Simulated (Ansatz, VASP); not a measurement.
## Two plane-wave programs on Bi2Te3

File INCAR:

```
SYSTEM = Bi2Te3
  PREC = Accurate
  ENCUT = 520
  EDIFF = 1E-8
  ISMEAR = -1
  SIGMA = 0.08
  LREAL = .False.
  LASPH = .True.
  NELM = 60
  ALGO = Normal
  ISIF = 2
  LWAVE = .False.
  LCHARG = .False.
  GGA = PS
  LEFG = .True.
  NBANDS = 32
```

KPOINTS

```
Automatic mesh
0
Gamma
  7 7 7
  0 0 0
```

File POSCAR:

```
Bi2Te3
1.0
    2.2002863281      1.2703359038     10.1994432381
   -2.2002863281      1.2703359038     10.1994432381
    0.0000000000     -2.5406718076     10.1994432381
Bi Te
2 3
Direct
    0.4000000000      0.4000000000      0.4000000000
    0.6000000000      0.6000000000      0.6000000000
    0.0000000000      0.0000000000      0.0000000000
    0.2095000000      0.2095000000      0.2095000000
    0.7905000000      0.7905000000      0.7905000000
```

Input for Ansatz:

```yaml
crystal:
  lattice:
    - [2.2002863281, 1.2703359038, 10.1994432381]
    - [-2.2002863281, 1.2703359038, 10.1994432381]
    - [0.0, -2.5406718076, 10.1994432381]
  atoms:
    - { symbol: Bi, position: [0.4, 0.4, 0.4] }
    - { symbol: Bi, position: [0.6, 0.6, 0.6] }
    - { symbol: Te, position: [0.0, 0.0, 0.0] }
    - { symbol: Te, position: [0.2095, 0.2095, 0.2095] }
    - { symbol: Te, position: [0.7905, 0.7905, 0.7905] }
kpoints:
  mp_grid: { grid: [7, 7, 7] }
scf:
  occupations: { method: fermi_dirac, width: 0.08 }
hamiltonian:
  xc: pbesol
  pseudopotentials: { kind: paw }
output:
  forces: true
  stress: true
  eigenvalues: true
  efg: { contact_densities: true }
  write_density: true
  write_potential: true
  elf: true
  volumetric_format: npy
```

Change from the starting cell: volume scaled by 1.01, PAW files.

Alike in both runs: task electric field gradients; functional PBEsol; k mesh 7 × 7 × 7; occupations fermi-dirac, width 0.08 eV; no spin polarisation.

|  | VASP | Ansatz |
| --- | --- | --- |
| version | VASP 6.6.1 | Ansatz 0.2.0 |
| potentials or method | VASP PAW PBE potentials, release 64 (Bi_d, Te) | PAW with Ansatz's default frozen-core files, scalar-relativistic |
| plane-wave cutoff (eV) | 520 | 420 |
| valence electrons in the cell | 48 | 78 |

```tsv
	VASP	Ansatz	Ansatz less VASP
pressure (GPa)	-1.1	-1.1	-0.01
traceless stress, the component that is largest in VASP (GPa)	-0.22	-0.23	-0.002
rms of the force components (eV/Å)	0.061	0.069	+0.0072
size of Vzz on the site where it differs most (V/Å²)	92.6	97.7	+5.10
```

VASP's potentials were made for PBE, not for PBEsol. Atom by atom the forces differ by 0.007 eV/Å (rms over components). With one functional, cell and mesh, what is left measures potentials, basis and numerics. VASP's potentials hold 48 valence electrons a cell and Ansatz's 78, so a difference there can come from the potentials and not from the codes.

Spin-orbit coupling is off throughout.
